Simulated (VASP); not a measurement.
MgZn7O8: single point with r2SCAN

The system is MgZn7O8.

```
O Zn Mg
1.0
     8.51807    0.00000    0.00000
     0.00000    8.51807    0.00000
     0.00000    0.00000    8.51807
O Zn Mg
32 28 4
Direct
  0.24942 0.99984 0.99835
  0.24984 0.00023 0.50227
  0.24990 0.49992 0.00006
  0.24799 0.49958 0.50033
  0.74999 0.00009 0.00015
  0.75002 0.00156 0.50059
  0.74996 0.49954 0.99997
  0.75198 0.49780 0.50058
  0.99964 0.25027 0.00051
  0.99785 0.25187 0.50017
  0.99966 0.74961 0.00055
  0.99955 0.74821 0.49995
  0.49987 0.24988 0.00051
  0.50156 0.25019 0.50020
  0.50007 0.74989 0.00223
  0.50010 0.74943 0.49836
  0.00015 0.99991 0.25031
  0.00167 0.99984 0.75046
  0.99996 0.50025 0.25190
  0.00009 0.49996 0.74862
  0.49945 0.99792 0.25011
  0.49782 0.99933 0.75022
  0.50013 0.50181 0.25033
  0.49958 0.50016 0.75033
  0.25013 0.24987 0.25001
  0.24981 0.24799 0.75034
  0.25176 0.75011 0.25045
  0.24999 0.75176 0.75029
  0.74952 0.24956 0.25198
  0.74934 0.24931 0.74867
  0.74800 0.75009 0.25008
  0.74982 0.74993 0.75039
  0.99965 0.99995 0.00034
  0.99981 0.99984 0.50038
  0.99990 0.49982 0.00026
  0.49988 0.99984 0.00032
  0.49976 0.99974 0.50025
  0.49996 0.49979 0.00030
  0.49988 0.49984 0.50030
  0.24974 0.24990 0.00026
  0.24983 0.24988 0.50020
  0.24977 0.74989 0.00026
  0.24995 0.74991 0.50035
  0.74977 0.24981 0.00044
  0.74987 0.74973 0.00031
  0.74983 0.74971 0.50040
  0.24972 0.99989 0.25022
  0.24992 0.49987 0.25011
  0.24991 0.49978 0.75031
  0.74991 0.99967 0.25020
  0.74972 0.99967 0.75040
  0.75001 0.49988 0.25022
  0.74975 0.49971 0.75030
  0.99982 0.24994 0.25029
  0.99965 0.24998 0.75038
  0.99985 0.75003 0.25016
  0.99978 0.74987 0.75037
  0.49979 0.24986 0.25023
  0.49977 0.24981 0.75043
  0.49987 0.74970 0.75043
  0.00023 0.50024 0.50028
  0.74943 0.24942 0.50030
  0.24981 0.99987 0.75039
  0.49986 0.74985 0.25023
```

| Item | Value |
| --- | --- |
| Program | VASP 6.6.1 |
| Task | single point |
| Functional | r2SCAN |
| Potentials or basis | VASP PAW PBE potentials, release 64 (O, Zn, Mg) |
| Cutoff | 520 eV |
| k mesh | 1 × 1 × 1 |
| Occupations | fermi-dirac, width 0.05 eV |
| Spin | no spin polarisation |

* Pressure: 1.5 GPa
* Largest force: 0.194 eV/Å
* Band gap on the k mesh: 1.85 eV

Forces in eV/Å, atoms in the order of the input:
```
O    0.007  0.009 -0.115
O   -0.036  0.011  0.122
O   -0.033 -0.010 -0.011
O   -0.126 -0.014  0.026
O    0.003  0.019 -0.014
O    0.008  0.122  0.011
O    0.020 -0.026  0.005
O    0.133 -0.139  0.002
O   -0.026  0.015  0.006
O   -0.143  0.131  0.001
O   -0.005 -0.023  0.022
O   -0.011 -0.129 -0.005
O    0.021  0.002  0.019
O    0.125  0.005 -0.021
O   -0.005 -0.015  0.127
O    0.020 -0.011 -0.116
O    0.016 -0.032  0.020
O    0.119 -0.010 -0.019
O    0.002  0.009  0.122
O    0.020  0.007 -0.114
O   -0.012 -0.121  0.012
O   -0.122 -0.008  0.019
O   -0.024  0.117  0.008
O   -0.022  0.012 -0.008
O    0.016 -0.030  0.028
O    0.015 -0.125 -0.004
O    0.119  0.009 -0.010
O    0.009  0.114  0.002
O   -0.021 -0.006  0.123
O    0.007 -0.007 -0.114
O   -0.126  0.001  0.029
O   -0.031  0.023 -0.008
Zn   0.027 -0.002 -0.021
Zn   0.007  0.023  0.003
Zn   0.000  0.011 -0.004
Zn  -0.017 -0.008 -0.009
Zn   0.006  0.006 -0.003
Zn  -0.006  0.019  0.007
Zn   0.017  0.002 -0.018
Zn   0.008 -0.014 -0.016
Zn  -0.015  0.002  0.011
Zn   0.019  0.013 -0.002
Zn  -0.002  0.002 -0.009
Zn   0.004  0.004 -0.015
Zn  -0.008  0.008  0.001
Zn   0.003 -0.006 -0.024
Zn   0.023 -0.007 -0.012
Zn   0.004  0.017  0.006
Zn  -0.011  0.008 -0.008
Zn  -0.016  0.016  0.005
Zn   0.007  0.020 -0.010
Zn  -0.005 -0.003  0.020
Zn   0.023 -0.006 -0.024
Zn  -0.008  0.013  0.016
Zn   0.009 -0.007 -0.032
Zn   0.006 -0.017  0.003
Zn   0.019  0.004 -0.007
Zn   0.015  0.001 -0.001
Zn  -0.001 -0.010 -0.014
Zn  -0.011  0.023 -0.002
Mg  -0.015 -0.015  0.003
Mg   0.011  0.011  0.004
Mg  -0.006 -0.002  0.010
Mg  -0.002 -0.002 -0.001
```

Levels at points of the mesh, in eV from the valence-band top:
```tsv
k point	band 264	band 265	band 266	band 267	band 268	band 269	band 270	band 271	band 272	band 273
(0.00, 0.00, 0.00)	0.00	0.00	0.00	0.00	0.00	1.85	5.20	5.21	5.24	5.54
```

Run time: 12 min on 1 thread of Intel(R) Xeon(R) Platinum 8375C CPU @ 2.90GHz (Ice Lake), on a shared host, peak memory 0.69 GiB.

Caveat: the k points lie up to 0.74 Å⁻¹ apart; the PAW data sets were made with another functional, which shifts forces and pressure a little. r2SCAN opens gaps a little over a GGA but as a rule still falls short of measured ones.
